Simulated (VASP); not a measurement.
# Ru (Pm-3m) in VASP: notebook

The runs below take Ru through single point, with LDA.

Program: VASP 6.6.1. These are calculated values, not measurements. Logs are shortened: lines on timing, memory, paths and dates and some standing lists are left out, and cuts for length are marked.

## (1) The cell of the first run

The structure is cubic, space group Pm-3m (No. 221). The conventional cell has a = 2.239 Å, b = 2.239 Å, c = 2.239 Å, α = 90.00°, β = 90.00°, γ = 90.00°. Within 3.0 Å of Ru (site symmetry m-3m) lie 6 Ru at 2.24 Å.

## (2) Single point, LDA (volume scaled by 0.75)

Input file INCAR:

```
SYSTEM = Ru
PREC = Accurate ; ENCUT = 520
EDIFF = 1E-6 ; ISMEAR = -1
SIGMA = 0.1 ; LREAL = .FALSE.
LASPH = .TRUE. ; NELM = 60
ALGO = Normal ; ISIF = 2
LWAVE = .FALSE. ; LCHARG = .TRUE.
GGA = CA ; LELF = .TRUE.
LVHAR = .TRUE. ; NBANDS = 13
```

Input file KPOINTS:

```
Automatic mesh
0
G
  17 17 17
  0 0 0
```

Input file POSCAR:

```
Ru
1.0
    2.2389796063      0.0000000000      0.0000000000
    0.0000000000      2.2389796063      0.0000000000
    0.0000000000      0.0000000000      2.2389796063
Ru
1
Direct
    0.0000000000      0.0000000000      0.0000000000
```

Potentials or basis: VASP PAW LDA potentials, release 64 (Ru_pv).

Run with:

```console
cat potpaw_LDA.64/Ru_pv/POTCAR > POTCAR
mpirun -np 1 vasp_std > vasp.out
```

OUTCAR:

```text
SYSTEM = Ru
   PREC = Accurate
   ENCUT = 520
   EDIFF = 1E-6
   ISMEAR = -1
   LREAL = .FALSE.
   LASPH = .TRUE.
   NELM = 60
   ISIF = 2
   GGA = CA

 ion  position               nearest neighbor table
   1  0.000  0.000  0.000-

  LATTYP: Found a simple cubic cell.
 ALAT       =     2.2389796063

  Lattice vectors:

 A1 = (   2.2389796063,   0.0000000000,   0.0000000000)
 A2 = (   0.0000000000,   2.2389796063,   0.0000000000)
 A3 = (   0.0000000000,   0.0000000000,   2.2389796063)

Analysis of symmetry for initial positions (statically):
=====================================================================
 Subroutine PRICEL returns:
 Original cell was already a primitive cell.

 Routine SETGRP: Setting up the symmetry group for a
 simple cubic supercell.

 Subroutine GETGRP returns: Found 48 space group operations
 (whereof 48 operations were pure point group operations)
 out of a pool of 48 trial point group operations.

The static configuration has the point symmetry O_h .

Analysis of symmetry for dynamics (positions and initial velocities):
=====================================================================
 Subroutine PRICEL returns:
 Original cell was already a primitive cell.

 Routine SETGRP: Setting up the symmetry group for a
 simple cubic supercell.

 Subroutine GETGRP returns: Found 48 space group operations
 (whereof 48 operations were pure point group operations)
 out of a pool of 48 trial point group operations.

The dynamic configuration has the point symmetry O_h .

 Subroutine INISYM returns: Found 48 space group operations
 (whereof 48 operations are pure point group operations),
 and found     1 'primitive' translations

----------------------------------------------------------------------------------------

                                     Primitive cell

  volume of cell :      11.2241

  direct lattice vectors                    reciprocal lattice vectors
     2.238979606  0.000000000  0.000000000     0.446632027  0.000000000  0.000000000
     0.000000000  2.238979606  0.000000000     0.000000000  0.446632027  0.000000000
     0.000000000  0.000000000  2.238979606     0.000000000  0.000000000  0.446632027

  length of vectors
     2.238979606  2.238979606  2.238979606     0.446632027  0.446632027  0.446632027

  position of ions in fractional coordinates (direct lattice)
     0.000000000  0.000000000  0.000000000

  ion indices of the primitive-cell ions
   primitive index   ion index
                 1           1

----------------------------------------------------------------------------------------

 KPOINTS: Automatic mesh

Automatic generation of k-mesh.
 Grid dimensions read from file:
 generate k-points for:   17   17   17

 Generating k-lattice:

  Cartesian coordinates                     Fractional coordinates (reciprocal lattice)
     0.026272472  0.000000000  0.000000000     0.058823529  0.000000000  0.000000000
     0.000000000  0.026272472  0.000000000     0.000000000  0.058823529  0.000000000
     0.000000000  0.000000000  0.026272472     0.000000000  0.000000000  0.058823529

  Length of vectors
     0.026272472  0.026272472  0.026272472

  Shift w.r.t. Gamma in fractional coordinates (k-lattice)
     0.000000000  0.000000000  0.000000000

 Subroutine IBZKPT returns following result:
 ===========================================

 Found    165 irreducible k-points:

 Following reciprocal coordinates:
            Coordinates               Weight
  0.000000  0.000000  0.000000      1.000000
  0.058824  0.000000  0.000000      6.000000
  0.117647  0.000000  0.000000      6.000000
  0.176471  0.000000  0.000000      6.000000
  0.235294  0.000000  0.000000      6.000000
  0.294118  0.000000  0.000000      6.000000
[... 16 lines left out ...]
  0.411765  0.117647  0.000000     24.000000
  0.470588  0.117647  0.000000     24.000000
 [... further k-points ...]
   k-points           NKPTS =    165   k-points in BZ     NKDIM =    165   number of bands    NBANDS=     13
   number of dos      NEDOS =    301   number of ions     NIONS =      1
   total plane-waves  NPLWV =   5832
   dimension x,y,z NGX =    18 NGY =   18 NGZ =   18
   dimension x,y,z NGXF=    36 NGYF=   36 NGZF=   36
   ions per type =               1
   NGX,Y,Z   is equivalent  to a cutoff of  13.37, 13.37, 13.37 a.u.
   NGXF,Y,Z  is equivalent  to a cutoff of  26.73, 26.73, 26.73 a.u.
 SYSTEM =  Ru
   PREC   = accura    normal or accurate (medium, high low for compatibility)
   ISTART =      0    job   : 0-new  1-cont  2-samecut
   ICHARG =      2    charge: 1-file 2-atom 10-const
   ISPIN  =      1    spin polarized calculation?
   LNONCOLLINEAR =      F non collinear calculations
   LSORBIT =      F    spin-orbit coupling
   LASPH  =      T    aspherical Exc in radial PAW
   ENCUT  =  520.0 eV  38.22 Ry    6.18 a.u.   4.16  4.16  4.16*2*pi/ulx,y,z
   NELM   =     60;   NELMIN=  2; NELMDL= -5     # of ELM steps
   EDIFF  = 0.1E-05   stopping-criterion for ELM
   LREAL  =      F    real-space projection
   EDIFFG = 0.1E-04   stopping-criterion for IOM
   NSW    =      0    number of steps for IOM
   IBRION =     -1    ionic relax: 0-MD 1-quasi-New 2-CG
   NFREE  =      0    steps in history (QN), initial steepest desc. (CG)
   ISIF   =      2    stress and relaxation
   ISYM   =      2    0-nonsym 1-usesym 2-fastsym
   POTIM  = 0.5000    time-step for ionic-motion
   TEBEG  =    0.0;   TEEND  =   0.0 temperature during run
   PSTRESS=    0.0 pullay stress
   NELECT =      14.0000    total number of electrons
   NUPDOWN=      -1.0000    fix difference up-down
   EMIN   =  10.00;   EMAX   =-10.00  energy-range for DOS
   EFERMI =   0.00;   METHOD = LEGACY
   ISMEAR =    -1;   SIGMA  =   0.10  broadening in eV -4-tet -1-fermi 0-gaus
   EFERMI_NEDOS =   21; number of points for ismear=-14 and -15
   IALGO  =     38    algorithm
   IMIX   =      4    mixing-type and parameters
     AMIX     =   0.40;   BMIX     =  1.00
     AMIX_MAG =   1.60;   BMIX_MAG =  1.00
  volume/ion in A,a.u.               =      11.22        75.74
  Fermi-wavevector in a.u.,A,eV,Ry     =   1.762249  3.330168 42.253205  3.105523
  Thomas-Fermi vector in A             =   2.830659
   LORBIT       =      0    0 simple, 1 ext, 2 COOP (PROOUT), +10 PAW based schemes
   GGA     = CA    functional components
   LHFCALC =     F    Hartree Fock is set to
   AEXX    =    0.0000 exact exchange contribution
   IVDW    =     0    specifies the selected vdW correction
   LEPSILON=     F    determine dielectric tensor
   LRPA    =     F    only Hartree local field effects (RPA)
 non-spin polarized calculation
  energy-cutoff  :      520.00
  volume of cell :       11.22
 maximum number of plane-waves:       312
 NGX is ok and might be reduce to    18
   NGX =  9   NGY =  9   NGZ =  9

 number of electron      13.9999993 magnetization

 Free energy of the ion-electron system (eV)
  ---------------------------------------------------
  ext. energy  EPLUGINS =         0.00000000
  ---------------------------------------------------
  free energy    TOTEN  =        -8.13877172 eV

  energy without entropy =       -8.11017559  energy(sigma->0) =       -8.12447366

 E-fermi :  16.9607     XC(G=0): -15.4003

 val. band max:       16.9427006077   @ k =   0.4118   0.2353   0.2353
 cond. band min:      16.9727634853   @ k =   0.2941   0.1176   0.0588
 fundamental gap:      0.0300628776
 Fermi energy:        16.9607049912

 k-point     1 :       0.0000    0.0000    0.0000
  band No.  band energies     occupation
      1     -25.4615      2.00000
      2     -25.4615      2.00000
      3     -25.4615      2.00000
      4       7.7097      2.00000
      5       8.4411      2.00000
      6       8.4411      2.00000
      7      19.7131      0.00000
      8      19.7131      0.00000
      9      19.7131      0.00000
     10      27.1272      0.00000
     11      36.1867      0.00000
     12      36.1867      0.00000
     13      36.1867      0.00000

 k-point     2 :       0.0588    0.0000    0.0000
  band No.  band energies     occupation
      1     -25.5717      2.00000
      2     -25.4521      2.00000
      3     -25.4521      2.00000
      4       7.8511      2.00000
      5       8.4780      2.00000
      6       8.6439      2.00000
      7      19.5002      0.00000
      8      19.5002      0.00000
      9      19.7287      0.00000
     10      27.1272      0.00000
     11      35.4520      0.00000
     12      36.4851      0.00000
     13      36.4851      0.00000

 k-point     3 :       0.1176    0.0000    0.0000
  band No.  band energies     occupation
      1     -25.8816      2.00000
      2     -25.4253      2.00000
      3     -25.4253      2.00000
      4       8.1637      2.00000
      5       8.5851      2.00000
      6       9.3288      2.00000
      7      18.9267      0.00000
      8      18.9267      0.00000
      9      19.7734      0.00000
     10      27.1270      0.00000
     11      33.7903      0.00000
     12      37.3025      0.00000
     13      37.3025      0.00000

 k-point     4 :       0.1765    0.0000    0.0000
  band No.  band energies     occupation
      1     -26.3361      2.00000
      2     -25.3844      2.00000
      3     -25.3844      2.00000
      4       8.5515      2.00000
      5       8.7518      2.00000
      6      10.4901      2.00000
      7      18.1407      0.00002
      8      18.1407      0.00002
      9      19.8418      0.00000
     10      27.1267      0.00000
     11      31.9105      0.00000
     12      38.4591      0.00000
     13      38.4591      0.00000

 k-point     5 :       0.2353    0.0000    0.0000
  band No.  band energies     occupation
      1     -26.8619      2.00000
      2     -25.3348      2.00000
      3     -25.3348      2.00000
      4       8.9601      2.00000
      5       9.0149      2.00000
      6      11.9586      2.00000
      7      17.2939      0.06900
      8      17.2939      0.06900
      9      19.9253      0.00000
     10      27.1261      0.00000
     11      30.1864      0.00000
     12      37.5327      0.00000
     13      39.7677      0.00000

 k-point     6 :       0.2941    0.0000    0.0000
  band No.  band energies     occupation
      1     -27.3836      2.00000
      2     -25.2830      2.00000
      3     -25.2830      2.00000
      4       9.1850      2.00000
      5       9.5374      2.00000
      6      13.5064      2.00000
      7      16.5039      1.97946
      8      16.5039      1.97946
      9      20.0129      0.00000
     10      27.1247      0.00000
     11      28.8490      0.00000
     12      35.8622      0.00000
     13      41.0852      0.00000

 k-point     7 :       0.3529    0.0000    0.0000
  band No.  band energies     occupation
      1     -27.8351      2.00000
      2     -25.2361      2.00000
      3     -25.2361      2.00000
      4       9.3961      2.00000
      5      10.0693      2.00000
      6      14.8575      2.00000
      7      15.8520      1.99997
      8      15.8520      1.99997
      9      20.0928      0.00000
     10      27.1221      0.00000
     11      28.0875      0.00000
     12      34.5599      0.00000
     13      42.3048      0.00000
[... 193 lines left out ...]
 k-point    20 :       0.2353    0.1176    0.0000
  band No.  band energies     occupation
      1     -26.8157      2.00000
      2     -25.7418      2.00000
      3     -25.2996      2.00000
      4       9.1740      2.00000
      5       9.9681      2.00000
      6      11.9703      2.00000
      7      16.6853      1.88032
      8      17.3756      0.03109
      9      19.2070      0.00000
     10      27.1265      0.00000
     11      31.0139      0.00000
     12      36.4106      0.00000
     13      38.8288      0.00000

 k-point    21 :       0.2941    0.1176    0.0000
  band No.  band energies     occupation
      1     -27.3335      2.00000
      2     -25.6853      2.00000
      3     -25.2482      2.00000
      4       9.4980      2.00000
      5      10.3545      2.00000
      6      13.0065      2.00000
      7      16.4902      1.98206
      8      16.5996      1.94740
      9      19.3077      0.00000
     10      27.1257      0.00000
     11      29.5364      0.00000
     12      36.2271      0.00000
     13      38.5534      0.00000

 k-point    22 :       0.3529    0.1176    0.0000
  band No.  band energies     occupation
      1     -27.7818      2.00000
      2     -25.6341      2.00000
      3     -25.2017      2.00000
      4       9.7772      2.00000
      5      10.8043      2.00000
      6      13.2201      2.00000
      7      15.9567      1.99991
      8      17.1250      0.32410
      9      19.4012      0.00000
     10      27.1242      0.00000
     11      28.5344      0.00000
     12      35.3154      0.00000
     13      39.1936      0.00000

 k-point    23 :       0.4118    0.1176    0.0000
  band No.  band energies     occupation
      1     -28.1096      2.00000
      2     -25.5952      2.00000
      3     -25.1665      2.00000
      4       9.9812      2.00000
      5      11.2664      2.00000
      6      12.9300      2.00000
      7      15.5014      2.00000
      8      18.0117      0.00005
      9      19.4729      0.00000
     10      27.1225      0.00000
     11      28.0941      0.00000
     12      34.5531      0.00000
     13      39.8477      0.00000

 k-point    24 :       0.4706    0.1176    0.0000
  band No.  band energies     occupation
      1     -28.2821      2.00000
      2     -25.5743      2.00000
      3     -25.1476      2.00000
      4      10.0895      2.00000
      5      11.6371      2.00000
      6      12.6035      2.00000
      7      15.2660      2.00000
      8      18.5322      0.00000
      9      19.5119      0.00000
     10      27.1221      0.00000
     11      28.0538      0.00000
     12      34.1425      0.00000
     13      40.2310      0.00000

 [... further k-points ...]
[... 5 lines left out ...]
  --------------------------------------------------------------------------------------
  -------------------------------------------------------------------------------------
  Total       10.4913011     10.4913011     10.4913011      0.0000000      0.0000000      0.0000000
  in kB     1497.5782375   1497.5782375   1497.5782375      0.0000000      0.0000000      0.0000000
  external PRESSURE =    1497.5782375 kB  Pullay stress =       0.0000000 kB

 VOLUME and BASIS-vectors are now :
 -----------------------------------------------------------------------------
  energy-cutoff  :      520.00
  volume of cell :       11.22
      direct lattice vectors                 reciprocal lattice vectors
     2.238979606  0.000000000  0.000000000     0.446632027  0.000000000  0.000000000
     0.000000000  2.238979606  0.000000000     0.000000000  0.446632027  0.000000000
     0.000000000  0.000000000  2.238979606     0.000000000  0.000000000  0.446632027

 POSITION                                       TOTAL-FORCE (eV/Angst)
 -----------------------------------------------------------------------------------
      0.00000      0.00000      0.00000         0.000000      0.000000      0.000000
 -----------------------------------------------------------------------------------
    total drift:                                0.000000      0.000000      0.000000

  FREE ENERGIE OF THE ION-ELECTRON SYSTEM (eV)
  ---------------------------------------------------
  free  energy   TOTEN  =        -8.1387717195 eV

  energy  without entropy=       -8.1101755943  energy(sigma->0) =       -8.12447366
```

Run time: 25 s. Hardware: 1 thread of Intel Xeon 8259CL, shared host; peak memory 0.13 GiB.

Results:

```
Free energy            : -8.1388 eV
Pressure               : 149.8 GPa
Band gap on the k mesh : zero (band 7 reaches 22.97 eV, above the bottom of band 8 at 15.06 eV)
```

## (3) Single point, LDA (volume scaled by 0.85)

Input file INCAR:

```
PREC = Accurate
ENCUT = 520
EDIFF = 1E-6
ISMEAR = -1
SIGMA = 0.1
LREAL = False
LASPH = True
NELM = 80
ALGO = Normal
ISIF = 2
LWAVE = False
LCHARG = True
GGA = CA
LELF = True
LVHAR = True
NBANDS = 13
```

Input file KPOINTS:

```
Automatic mesh
0
Gamma
  17 17 17
```

Input file POSCAR:

```
Ru
1.0
    2.3343682011      0.0000000000      0.0000000000
    0.0000000000      2.3343682011      0.0000000000
    0.0000000000      0.0000000000      2.3343682011
Ru
1
Direct
    0.0000000000      0.0000000000      0.0000000000
```

Potentials or basis: VASP PAW LDA potentials, release 64 (Ru_pv).

Run with:

```console
cat potpaw_LDA.64/Ru_pv/POTCAR > POTCAR
mpirun -np 1 vasp_std > vasp.out
```

Wall time 29 s (1 thread of Intel Xeon 8259CL, shared host); peak memory 0.13 GiB.

The run converged. Its results:

```
Free energy            : -9.0989 eV
Pressure               : 64.0 GPa
Band gap on the k mesh : zero (band 7 reaches 19.28 eV, above the bottom of band 8 at 12.79 eV)
```

Levels at points of the mesh, in eV from the Fermi level:
```tsv
k point	band 5	band 6	band 7	band 8	band 9	band 10
(0.00, 0.00, 0.00)	-7.21	-7.21	2.29	2.29	2.29	10.27
```

## (4) Single point, LDA (volume scaled by 0.85)

Input file INCAR:

```
SYSTEM = Ru
PREC = Accurate
ENCUT = 520
EDIFF = 1E-6
ISMEAR = -1
SIGMA = 0.1
LREAL = .FALSE.
LASPH = .TRUE.
NELM = 80
ALGO = Normal
ISIF = 2
LWAVE = .FALSE.
LCHARG = .FALSE.
NBANDS = 13
```

Input file KPOINTS:

```
Automatic mesh
0
G
  17 17 17
  0 0 0
```

POSCAR is that of step 3.

Run with:

```console
cat potpaw_LDA.64/Ru_pv/POTCAR > POTCAR
mpirun -np 1 vasp_std > vasp.out
```

Run time: 31 s. Hardware: 1 thread of Intel Xeon 8259CL, shared host; peak memory 0.13 GiB.

Results (log left out):

```
Free energy            : -9.0989 eV
Pressure               : 64.0 GPa
Band gap on the k mesh : zero (band 7 reaches 19.28 eV, above the bottom of band 8 at 12.79 eV)
```

Levels at points of the mesh, in eV from the Fermi level:
```csv
k point,band 4,band 5,band 6,band 7,band 8,band 9,band 10,band 11
"(0.00, 0.00, 0.00)",-8.50,-7.21,-7.21,2.29,2.29,2.29,10.27,18.22
```

## (5) Single point, LDA (volume scaled by 0.95)

Input file INCAR:

```
SYSTEM = Ru
PREC     = Accurate       ! precision mode
ENCUT    = 520            ! plane-wave cutoff, eV
EDIFF    = 1E-6           ! SCF threshold, eV
ISMEAR   = -1             ! smearing method
SIGMA    = 0.1            ! smearing width, eV
LREAL    = .FALSE.        ! projectors in reciprocal space
LASPH    = .TRUE.         ! aspherical terms in the spheres
NELM     = 100            ! most SCF steps
ALGO     = Normal         ! electronic algorithm
ISIF     = 2              ! what is computed and relaxed
LWAVE    = .FALSE.        ! write WAVECAR
LCHARG   = .FALSE.        ! write CHGCAR
GGA      = CA             ! functional
NBANDS   = 13             ! bands
```

Input file KPOINTS:

```
regular mesh
0
G
  17 17 17
  0 0 0
```

Input file POSCAR:

```
Ru
1.0
    2.4225397869      0.0000000000      0.0000000000
    0.0000000000      2.4225397869      0.0000000000
    0.0000000000      0.0000000000      2.4225397869
Ru
1
Direct
    0.0000000000      0.0000000000      0.0000000000
```

Run with:

```console
cat potpaw_LDA.64/Ru_pv/POTCAR > POTCAR
mpirun -np 1 vasp_std > vasp.out
```

Wall time 14 s (1 thread of Intel Xeon Platinum 8259CL at 2.50GHz (Skylake/Cascade Lake), shared host); peak memory 0.13 GiB.

It converged, with:

```
Free energy            : -9.4549 eV
Pressure               : 16.4 GPa
Band gap on the k mesh : zero (band 7 reaches 16.38 eV, above the bottom of band 8 at 10.95 eV)
```

Levels at points of the mesh, in eV from the Fermi level:
```
           k point  band 4  band 5  band 6  band 7  band 8  band 9  band 10  band 11
(0.00, 0.00, 0.00)   -7.82   -6.19   -6.19    1.94    1.94    1.94    10.36    17.36
```

## (6) Overview

| cell | gap on the mesh (eV) | pressure (GPa) |
| --- | --- | --- |
| a = 2.239 Å, 1 atom | none | 149.8 |
| a = 2.334 Å, 1 atom | none | 64.0 |
| a = 2.423 Å, 1 atom | none | 16.4 |

Alike in all rows: task single point; level LDA; potentials or basis VASP PAW LDA potentials, release 64 (Ru_pv); no spin polarisation; k mesh 17 × 17 × 17; cutoff (eV) 520; smearing fermi-dirac 0.1 eV.

Total energies depend on the potentials used, so only differences within one code and one set of settings carry meaning.
